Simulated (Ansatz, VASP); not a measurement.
**One calculation of Sn, two programs**

```
Sn
1.0
     0.00000    2.38696    2.38696
     2.38696    0.00000    2.38696
     2.38696    2.38696    0.00000
Sn
1
Cartesian
  0.0000 0.0000 0.0000
```

Alike in both runs: task relaxation of cell and atoms; functional r2SCAN; k mesh 16 × 16 × 16; occupations gaussian, width 0.1 eV; no spin polarisation.

|  | VASP | Ansatz |
| --- | --- | --- |
| version | VASP 6.6.1 | Ansatz 0.2.0 |
| potentials or method | VASP PAW PBE potentials, release 64 (Sn_d), cutoff 600 eV | scalar-relativistic, plane waves, PAW |
| valence electrons in the cell | 14 | 14 |

```csv
,VASP,Ansatz,Ansatz less VASP
"gap on the k mesh at the Fermi level, each at its own relaxed structure (eV)",none,none,-
relaxed volume (Å³/atom),27.36,27.36,+0.003
relaxed length of the cell vector where the two differ most in proportion (Å),3.382,3.382,+0.0001
```

VASP's potentials were made for PBE, not for r2SCAN. A gap of «none» marks a metal or a gap that the smearing closes.
